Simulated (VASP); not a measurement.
# InH: single point with PBE

InH:

```
In H
1.0
     3.15396    0.00000    0.00000
     0.00000    3.15396    0.00000
     0.00000    0.00000    3.22716
In H
1 1
Direct
  0.50000 0.50000 0.50000
  0.00000 0.00000 0.00000
```

| Quantity | Value |
| --- | --- |
| Program | VASP 6.6.1 |
| Task | single point |
| Functional | PBE |
| Potentials or basis | VASP PAW PBE potentials, release 64 (In_d, H) |
| Cutoff | 520 eV |
| k mesh | 20 × 20 × 14 |
| Occupations | gaussian, width 0.1 eV |
| Spin | no spin polarisation |

| Quantity | Value |
| --- | --- |
| Pressure | -0.1 GPa |
| Band gap on the k mesh | zero (bands 7 and 8 overlap by 3.27 eV) |

Levels at points of the mesh, in eV from the Fermi level:
```csv
k point,band 5,band 6,band 7,band 8,band 9,band 10
"(0.00, 0.00, 0.00)",-14.31,-9.43,2.26,5.66,6.33,6.33
"(0.50, 0.00, 0.00)",-14.32,-5.41,-5.36,4.86,8.70,9.40
"(0.50, 0.50, 0.00)",-14.16,-2.07,-1.96,-0.80,-0.80,11.76
"(0.00, 0.00, 0.50)",-14.30,-5.70,-5.44,5.15,9.15,9.15
"(0.50, 0.00, 0.50)",-14.19,-2.27,-2.17,-1.01,-0.81,12.24
"(0.50, 0.50, 0.50)",-14.15,-1.20,1.56,1.68,1.68,1.93
```

Wall time 50 s on 1 thread of Intel(R) Xeon(R) Platinum 8559C (Emerald Rapids), on a shared host, peak memory 0.33 GiB.

Caveat: spin-orbit coupling is left out, which moves the levels of the heavy elements.
